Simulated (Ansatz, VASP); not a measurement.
**HgTe in VASP and in Ansatz**

File INCAR:

```
SYSTEM = HgTe
PREC = Accurate
ENCUT = 520
EDIFF = 1E-6
ISMEAR = 0
SIGMA = 0.15
LREAL = .FALSE.
LASPH = .TRUE.
NELM = 100
ALGO = Normal
ISIF = 2
LWAVE = .FALSE.
LCHARG = .FALSE.
GGA = PE
NBANDS = 16
```

KPOINTS

```
regular mesh
0
G
  14 14 14
  0 0 0
```

File POSCAR:

```
HgTe
1.0
    0.0000000000      3.3202050000      3.1267950000
    3.3202050000      0.0000000000      3.1267950000
    3.3202050000      3.3202050000      0.0000000000
Hg Te
1 1
Direct
    0.0000000000      0.0000000000      0.0000000000
    0.7500000000      0.7500000000      0.7500000000
```

Input for Ansatz:

```yaml
crystal:
  lattice:
    - [0.0, 3.320205, 3.126795]
    - [3.320205, 0.0, 3.126795]
    - [3.320205, 3.320205, 0.0]
  atoms:
    - { symbol: Hg, position: [0.0, 0.0, 0.0] }
    - { symbol: Te, position: [0.75, 0.75, 0.75] }
basis:
  ecutwfc: 420
kpoints:
  mp_grid: { grid: [14, 14, 14] }
hamiltonian:
  xc: pbe
scf:
  occupations: { method: gaussian, width: 0.15 }
output:
  forces: true
  stress: true
  eigenvalues: true
  write_density: true
  write_potential: true
  elf: true
  volumetric_format: npy
```

Change from the starting cell: strain +0.030 along x and y, -0.030 along z, atoms carried along.

Alike in both runs: task single point; functional PBE; k mesh 14 × 14 × 14; occupations gaussian, width 0.15 eV; no spin polarisation.

```csv
,VASP,Ansatz
version,VASP 6.6.1,Ansatz 0.2.0
potentials or method,"VASP PAW PBE potentials, release 64 (Hg, Te), cutoff 520 eV","scalar-relativistic, plane waves, PAW"
valence electrons in the cell,18,36
```

```tsv
	VASP	Ansatz	Ansatz less VASP
gap on the k mesh at the Fermi level (eV)	none	none	-
pressure (GPa)	2.6	2.6	-0.06
traceless stress, the component that is largest in VASP (GPa)	0.46	0.46	0.000
```

A gap of «none» marks a metal or a gap that the smearing closes. VASP's potentials hold 18 valence electrons a cell and Ansatz's 36, so a difference there can come from the potentials and not from the codes.

Spin-orbit coupling is off throughout.
